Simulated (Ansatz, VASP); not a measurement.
# One calculation of BeTe, two programs

```
CELL_PARAMETERS angstrom
4.00529 0.00000 0.00000
0.00000 5.66434 0.00000
0.00000 0.00000 4.00529
ATOMIC_POSITIONS crystal
Be 0.00000 0.00000 0.00000
Be 0.50000 0.50000 0.50000
Te 0.00000 0.25000 0.50000
Te 0.50000 0.75000 0.00000
```

Alike in both runs: functional PBE; k mesh 8 × 6 × 8; occupations gaussian, width 0.02 eV; no spin polarisation.

Ansatz relaxed the structure, and its values are those at the end. VASP's run is a single point on that final structure, the one shown.

|  | VASP | Ansatz |
| --- | --- | --- |
| version | VASP 6.6.1 | Ansatz 0.2.0 |
| potentials or method | VASP PAW PBE potentials, release 64 (Be, Te), cutoff 600 eV | scalar-relativistic, plane waves, PAW |
| valence electrons in the cell | 16 | 36 |

|  | VASP | Ansatz | Ansatz less VASP |
| --- | --- | --- | --- |
| gap on the k mesh at the Fermi level (eV) | 2.02 | 2.03 | +0.014 |
| least direct gap on the mesh (eV) | 2.02 | 2.03 | +0.014 |
| pressure (GPa) | 0.1 | 0.0 | -0.14 |

VASP's potentials hold 16 valence electrons a cell and Ansatz's 36, so a difference there can come from the potentials and not from the codes. Ansatz's warnings: stress scf threshold loose.

Neither program's run includes spin-orbit coupling.
